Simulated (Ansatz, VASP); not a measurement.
**Ru: VASP beside Ansatz**

INCAR

```
SYSTEM = Ru
ALGO     = Normal         ! electronic algorithm
EDIFF    = 1E-7           ! SCF threshold, eV
ENCUT    = 520            ! plane-wave cutoff, eV
ISIF     = 2              ! what is computed and relaxed
ISMEAR   = -1             ! smearing method
LASPH    = .TRUE.         ! aspherical terms in the spheres
LCHARG   = .FALSE.        ! write CHGCAR
LREAL    = .FALSE.        ! projectors in reciprocal space
LWAVE    = .FALSE.        ! write WAVECAR
NBANDS   = 13             ! bands
NELM     = 100            ! most SCF steps
PREC     = Accurate       ! precision mode
SIGMA    = 0.1            ! smearing width, eV
```

File KPOINTS:

```
k-points
0
G
  17 17 17
  0 0 0
```

POSCAR

```
Ru
1.0
   -1.5003556195      1.5003556195      1.5003556195
    1.5003556195     -1.5003556195      1.5003556195
    1.5003556195      1.5003556195     -1.5003556195
Ru
1
Direct
    0.0000000000      0.0000000000      0.0000000000
```

Input for Ansatz:

```yaml
crystal:
  lattice:
    - [-1.5003556195, 1.5003556195, 1.5003556195]
    - [1.5003556195, -1.5003556195, 1.5003556195]
    - [1.5003556195, 1.5003556195, -1.5003556195]
  atoms:
    - { symbol: Ru, position: [0.0, 0.0, 0.0] }
hamiltonian:
  xc: lda
  pseudopotentials:
    kind: paw
    azcp:
      Ru: "pseudopotentials/Ru.paw.azcp"
basis:
  ecutwfc: 420
  fft_grid_basis: typed
kpoints:
  mp_grid: { grid: [17, 17, 17], shift: [0, 0, 0] }
magnetization:
  spin_polarized: false
scf:
  occupations: { method: fermi_dirac, width: 0.1 }
  lower_state_search: "off"
output:
  stress: true
```

Alike in both runs: task single point; functional LDA; k mesh 17 × 17 × 17; occupations fermi-dirac, width 0.1 eV; no spin polarisation.

|  | VASP | Ansatz |
| --- | --- | --- |
| version | VASP 6.6.1 | Ansatz 0.2.0 |
| potentials or method | VASP PAW LDA potentials, release 64 (Ru_pv), cutoff 520 eV | plane waves (420 eV) with PAW, scalar-relativistic |
| valence electrons in the cell | 14 | 16 |

Ansatz gave:

| Item | Value |
| --- | --- |
| pressure (GPa) | 0.2 |

**Question.** Which values does VASP return?

**Answer.** Pressure (GPa): 1.0.

Ansatz warns that its potentials were made for another functional, while VASP's fit it. LDA's correlation is that of Perdew and Zunger in VASP and of Perdew and Wang (1992) in Ansatz. VASP's potentials hold 14 valence electrons a cell and Ansatz's 16, so a difference there can come from the potentials and not from the codes.
